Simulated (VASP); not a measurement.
# Bi (Im-3m) in VASP: a series of runs, part 3 of 3

VASP 6.6.1. Earlier steps stand in the parts before.

### Step 4. Single point, PBE (volume scaled by 0.92)

File INCAR:

```
PREC = Accurate
ENCUT = 520
EDIFF = 1E-6
ISMEAR = -1
SIGMA = 0.08
LREAL = F
LASPH = T
NELM = 100
ALGO = Normal
ISIF = 2
LWAVE = F
LCHARG = F
GGA = PE
NBANDS = 14
```

File KPOINTS:

```
Automatic mesh
0
Gamma
  13 13 13
```

File POSCAR:

```
Bi
1.0
   -1.9387656164      1.9387656164      1.9387656164
    1.9387656164     -1.9387656164      1.9387656164
    1.9387656164      1.9387656164     -1.9387656164
Bi
1
Direct
    0.0000000000      0.0000000000      0.0000000000
```

Potentials or basis: VASP PAW PBE potentials, release 64 (Bi_d).

The run is started by

```sh
$ cat potpaw_PBE.64/Bi_d/POTCAR > POTCAR
$ mpirun -np 1 vasp_std > vasp.out
```

OUTCAR:

```text
PREC = Accurate
   ENCUT = 520
   EDIFF = 1E-6
   ISMEAR = -1
   LREAL = F
   LASPH = T
   NELM = 100
   ISIF = 2
   GGA = PE

 ion  position               nearest neighbor table
   1  0.000  0.000  0.000-

  LATTYP: Found a body centered cubic cell.
 ALAT       =     3.8775312328

  Lattice vectors:

 A1 = (  -1.9387656164,   1.9387656164,   1.9387656164)
 A2 = (   1.9387656164,  -1.9387656164,   1.9387656164)
 A3 = (   1.9387656164,   1.9387656164,  -1.9387656164)

Analysis of symmetry for initial positions (statically):
=====================================================================
 Subroutine PRICEL returns:
 Original cell was already a primitive cell.

 Routine SETGRP: Setting up the symmetry group for a
 body centered cubic supercell.

 Subroutine GETGRP returns: Found 48 space group operations
 (whereof 48 operations were pure point group operations)
 out of a pool of 48 trial point group operations.

The static configuration has the point symmetry O_h .

Analysis of symmetry for dynamics (positions and initial velocities):
=====================================================================
 Subroutine PRICEL returns:
 Original cell was already a primitive cell.

 Routine SETGRP: Setting up the symmetry group for a
 body centered cubic supercell.

 Subroutine GETGRP returns: Found 48 space group operations
 (whereof 48 operations were pure point group operations)
 out of a pool of 48 trial point group operations.

The dynamic configuration has the point symmetry O_h .

 Subroutine INISYM returns: Found 48 space group operations
 (whereof 48 operations are pure point group operations),
 and found     1 'primitive' translations

----------------------------------------------------------------------------------------

                                     Primitive cell

  volume of cell :      29.1498

  direct lattice vectors                    reciprocal lattice vectors
    -1.938765616  1.938765616  1.938765616     0.000000000  0.257896053  0.257896053
     1.938765616 -1.938765616  1.938765616     0.257896053  0.000000000  0.257896053
     1.938765616  1.938765616 -1.938765616     0.257896053  0.257896053  0.000000000

  length of vectors
     3.358040552  3.358040552  3.358040552     0.364720096  0.364720096  0.364720096

  position of ions in fractional coordinates (direct lattice)
     0.000000000  0.000000000  0.000000000

  ion indices of the primitive-cell ions
   primitive index   ion index
                 1           1

----------------------------------------------------------------------------------------

 KPOINTS: Automatic mesh

Automatic generation of k-mesh.
 Grid dimensions read from file:
 generate k-points for:   13   13   13

 Generating k-lattice:

  Cartesian coordinates                     Fractional coordinates (reciprocal lattice)
     0.000000000  0.019838158  0.019838158     0.076923077  0.000000000  0.000000000
     0.019838158  0.000000000  0.019838158     0.000000000  0.076923077  0.000000000
     0.019838158  0.019838158  0.000000000     0.000000000  0.000000000  0.076923077

  Length of vectors
     0.028055392  0.028055392  0.028055392

  Shift w.r.t. Gamma in fractional coordinates (k-lattice)
     0.000000000  0.000000000  0.000000000

 Subroutine IBZKPT returns following result:
 ===========================================

 Found     84 irreducible k-points:

 Following reciprocal coordinates:
            Coordinates               Weight
  0.000000  0.000000  0.000000      1.000000
  0.076923  0.000000  0.000000     12.000000
  0.153846  0.000000  0.000000     12.000000
  0.230769  0.000000  0.000000     12.000000
  0.307692  0.000000  0.000000     12.000000
  0.384615  0.000000  0.000000     12.000000
[... 16 lines left out ...]
  0.153846  0.076923  0.076923     24.000000
  0.230769  0.076923  0.076923     24.000000
 [... further k-points ...]
   k-points           NKPTS =     84   k-points in BZ     NKDIM =     84   number of bands    NBANDS=     14
   number of dos      NEDOS =    301   number of ions     NIONS =      1
   total plane-waves  NPLWV =  21952
   dimension x,y,z NGX =    28 NGY =   28 NGZ =   28
   dimension x,y,z NGXF=    56 NGYF=   56 NGZF=   56
   ions per type =               1
   NGX,Y,Z   is equivalent  to a cutoff of  13.86, 13.86, 13.86 a.u.
   NGXF,Y,Z  is equivalent  to a cutoff of  27.72, 27.72, 27.72 a.u.
 SYSTEM =  unknown system
   PREC   = accura    normal or accurate (medium, high low for compatibility)
   ISTART =      0    job   : 0-new  1-cont  2-samecut
   ICHARG =      2    charge: 1-file 2-atom 10-const
   ISPIN  =      1    spin polarized calculation?
   LNONCOLLINEAR =      F non collinear calculations
   LSORBIT =      F    spin-orbit coupling
   LASPH  =      T    aspherical Exc in radial PAW
   ENCUT  =  520.0 eV  38.22 Ry    6.18 a.u.   6.24  6.24  6.24*2*pi/ulx,y,z
   NELM   =    100;   NELMIN=  2; NELMDL= -5     # of ELM steps
   EDIFF  = 0.1E-05   stopping-criterion for ELM
   LREAL  =      F    real-space projection
   EDIFFG = 0.1E-04   stopping-criterion for IOM
   NSW    =      0    number of steps for IOM
   IBRION =     -1    ionic relax: 0-MD 1-quasi-New 2-CG
   NFREE  =      0    steps in history (QN), initial steepest desc. (CG)
   ISIF   =      2    stress and relaxation
   ISYM   =      2    0-nonsym 1-usesym 2-fastsym
   POTIM  = 0.5000    time-step for ionic-motion
   TEBEG  =    0.0;   TEEND  =   0.0 temperature during run
   PSTRESS=    0.0 pullay stress
   NELECT =      15.0000    total number of electrons
   NUPDOWN=      -1.0000    fix difference up-down
   EMIN   =  10.00;   EMAX   =-10.00  energy-range for DOS
   EFERMI =   0.00;   METHOD = LEGACY
   ISMEAR =    -1;   SIGMA  =   0.08  broadening in eV -4-tet -1-fermi 0-gaus
   EFERMI_NEDOS =   21; number of points for ismear=-14 and -15
   IALGO  =     38    algorithm
   IMIX   =      4    mixing-type and parameters
     AMIX     =   0.40;   BMIX     =  1.00
     AMIX_MAG =   1.60;   BMIX_MAG =  1.00
  volume/ion in A,a.u.               =      29.15       196.71
  Fermi-wavevector in a.u.,A,eV,Ry     =   1.311877  2.479089 23.415933  1.721023
  Thomas-Fermi vector in A             =   2.442309
   LORBIT       =      0    0 simple, 1 ext, 2 COOP (PROOUT), +10 PAW based schemes
   GGA     = PE    functional components
   LHFCALC =     F    Hartree Fock is set to
   AEXX    =    0.0000 exact exchange contribution
   IVDW    =     0    specifies the selected vdW correction
   LEPSILON=     F    determine dielectric tensor
   LRPA    =     F    only Hartree local field effects (RPA)
 non-spin polarized calculation
  energy-cutoff  :      520.00
  volume of cell :       29.15
 maximum number of plane-waves:       798
 NGX is ok and might be reduce to    28
   NGX = 13   NGY = 13   NGZ = 13

 number of electron      15.0000006 magnetization

 Free energy of the ion-electron system (eV)
  ---------------------------------------------------
  ext. energy  EPLUGINS =         0.00000000
  ---------------------------------------------------
  free energy    TOTEN  =        -3.72698876 eV

  energy without entropy =       -3.71101832  energy(sigma->0) =       -3.71900354

 E-fermi :   8.7215     XC(G=0): -10.6079

 val. band max:        8.7015087384   @ k =   0.3077   0.1538   0.1538
 cond. band min:       8.7256071619   @ k =  -0.3077   0.3846   0.1538
 fundamental gap:      0.0240984235
 Fermi energy:         8.7214978239

 k-point     1 :       0.0000    0.0000    0.0000
  band No.  band energies     occupation
      1     -14.3319      2.00000
      2     -14.3319      2.00000
      3     -14.3319      2.00000
      4     -14.1723      2.00000
      5     -14.1723      2.00000
      6      -5.2317      2.00000
      7      14.3724      0.00000
      8      14.3724      0.00000
      9      14.3724      0.00000
     10      18.7697      0.00000
     11      19.2453      0.00000
     12      19.2453      0.00000
     13      19.2453      0.00000
     14      20.8716      0.00000
[... 375 lines left out ...]
 k-point    24 :       0.2308    0.0769    0.0769
  band No.  band energies     occupation
      1     -14.3553      2.00000
      2     -14.3048      2.00000
      3     -14.1919      2.00000
      4     -14.1799      2.00000
      5     -14.1505      2.00000
      6      -3.2370      2.00000
      7       6.4130      2.00000
      8      10.2024      0.00000
      9      11.5510      0.00000
     10      17.5313      0.00000
     11      18.5950      0.00000
     12      20.3896      0.00000
     13      21.7604      0.00000
     14      23.8955      0.00000

 [... further k-points ...]

------------------------ aborting loop because EDIFF is reached ----------------------------------------

  FORCE on cell =-STRESS in cart. coord.  units (eV):
  Direction    XX          YY          ZZ          XY          YZ          ZX
  --------------------------------------------------------------------------------------
  -------------------------------------------------------------------------------------
  Total        0.9340953      0.9340953      0.9340953      0.0000000     -0.0000000      0.0000000
  in kB       51.3411832     51.3411832     51.3411832      0.0000000     -0.0000000      0.0000000
  external PRESSURE =      51.3411832 kB  Pullay stress =       0.0000000 kB

 VOLUME and BASIS-vectors are now :
 -----------------------------------------------------------------------------
  energy-cutoff  :      520.00
  volume of cell :       29.15
      direct lattice vectors                 reciprocal lattice vectors
    -1.938765616  1.938765616  1.938765616     0.000000000  0.257896053  0.257896053
     1.938765616 -1.938765616  1.938765616     0.257896053  0.000000000  0.257896053
     1.938765616  1.938765616 -1.938765616     0.257896053  0.257896053  0.000000000

 POSITION                                       TOTAL-FORCE (eV/Angst)
 -----------------------------------------------------------------------------------
      0.00000      0.00000      0.00000         0.000000     -0.000000      0.000000
 -----------------------------------------------------------------------------------
    total drift:                               -0.000000     -0.000000     -0.000000

  FREE ENERGIE OF THE ION-ELECTRON SYSTEM (eV)
  ---------------------------------------------------
  free  energy   TOTEN  =        -3.7269887586 eV

  energy  without entropy=       -3.7110183217  energy(sigma->0) =       -3.71900354
```

stdout:

```text
POSCAR found type information on POSCAR Bi
 POSCAR found :  1 types and       1 ions
 scaLAPACK will be used
 LDA part: xc-table for (Slater+PW92), standard interpolation
 POSCAR, INCAR and KPOINTS ok, starting setup
 FFT: planning ... GRIDC
 FFT: planning ... GRID_SOFT
 FFT: planning ... GRID
 WAVECAR not read
 entering main loop
```

It took 48 s on 1 thread of Intel Xeon 8259CL, shared host; peak memory 0.17 GiB.

Results:

| Property | Result |
| --- | --- |
| Free energy | -3.7270 eV |
| Pressure | 5.1 GPa |

Levels at points of the mesh, in eV from the Fermi level:
| k point | band 4 | band 5 | band 6 | band 7 | band 8 | band 9 | band 10 | band 11 |
| --- | --- | --- | --- | --- | --- | --- | --- | --- |
| (0.00, 0.00, 0.00) | -22.89 | -22.89 | -13.95 | 5.65 | 5.65 | 5.65 | 10.05 | 10.52 |

Caveat: spin-orbit coupling is left out, which moves the levels of the heavy elements.

### Step 5. Summary

```tsv
cell	gap on the mesh (eV)	pressure (GPa)
a = 3.151 Å, angles 109.5°, 1 atom	none	26.6
a = 3.258 Å, angles 109.5°, 1 atom	none	13.4
a = 3.358 Å, angles 109.5°, 1 atom	none	5.1
```

Alike in all rows: task single point; level PBE; potentials or basis VASP PAW PBE potentials, release 64 (Bi_d); no spin polarisation; k mesh 13 × 13 × 13; cutoff (eV) 520; smearing fermi-dirac 0.08 eV.

Caveats: spin-orbit coupling is left out, which moves the levels of the heavy elements.

Absolute energies hang on the potentials; compare differences alone.
